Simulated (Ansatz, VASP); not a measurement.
Two plane-wave programs on Pt

Contents of POSCAR:

```
Pt
1.0
    2.5398123665      0.0000000000      0.0000000000
   -1.2699061833      2.1995420302      0.0000000000
    0.0000000000      0.0000000000      4.6004486400
Pt
2
Direct
    0.6666666667      0.3333333333      0.7500000000
    0.3333333333      0.6666666667      0.2500000000
```

Contents of INCAR.step1:

```
SYSTEM = Pt
PREC = Accurate
ENCUT = 520
ISMEAR = 0
SIGMA = 0.15
LREAL = .FALSE.
LASPH = .TRUE.
NELM = 60
NBANDS = 17
GGA = PE
ALGO = Normal
EDIFF = 1E-4
LWAVE = .TRUE.
LCHARG = .FALSE.
```

INCAR.step2

```
SYSTEM = Pt
PREC = Accurate
ENCUT = 520
EDIFF = 1E-7
ISMEAR = 0
SIGMA = 0.15
LREAL = .FALSE.
LASPH = .TRUE.
NELM = 60
ALGO = Normal
ISIF = 2
LWAVE = .FALSE.
LCHARG = .TRUE.
METAGGA = R2SCAN
LMIXTAU = .TRUE.
LELF = .TRUE.
LVHAR = .TRUE.
NBANDS = 17
ISTART = 1
```

KPOINTS

```
regular mesh
0
G
  18 18 10
  0 0 0
```

Input for Ansatz:

```yaml
crystal:
  lattice:
    - [2.5398123665, 0.0, 0.0]
    - [-1.2699061833, 2.1995420302, 0.0]
    - [0.0, 0.0, 4.60044864]
  atoms:
    - { symbol: Pt, position: [0.6666666667, 0.3333333333, 0.75] }
    - { symbol: Pt, position: [0.3333333333, 0.6666666667, 0.25] }
basis:
  ecutwfc: 500
kpoints:
  mp_grid: { grid: [18, 18, 10] }
hamiltonian:
  xc: r2scan
scf:
  occupations: { method: gaussian, width: 0.15 }
output:
  forces: true
  stress: true
  eigenvalues: true
```

Change from the starting cell: strain -0.080 along x and y, -0.040 along z, atoms carried along.

Alike in both runs: task single point; functional r2SCAN; k mesh 18 × 18 × 10; occupations gaussian, width 0.15 eV; no spin polarisation.

|  | VASP | Ansatz |
| --- | --- | --- |
| version | VASP 6.6.1 | Ansatz 0.2.0 |
| potentials or method | VASP PAW PBE potentials, release 64 (Pt), cutoff 520 eV | scalar-relativistic, plane waves, PAW |
| valence electrons in the cell | 20 | 36 |

|  | VASP | Ansatz | Ansatz less VASP |
| --- | --- | --- | --- |
| gap on the k mesh at the Fermi level (eV) | none | none | - |
| pressure (GPa) | 84.4 | 81.9 | -2.48 |
| traceless stress, the component that is largest in VASP (GPa) | -24.37 | -23.76 | +0.609 |

VASP's potentials were made for PBE, not for r2SCAN. A gap of «none» marks a metal or a gap that the smearing closes. Both programs put the cell under a high pressure, so it lies far from rest at this level. VASP's potentials hold 20 valence electrons a cell and Ansatz's 36, so a difference there can come from the potentials and not from the codes.

Neither program's run includes spin-orbit coupling. Noted on VASP's run: the cell as given lies far from equilibrium.
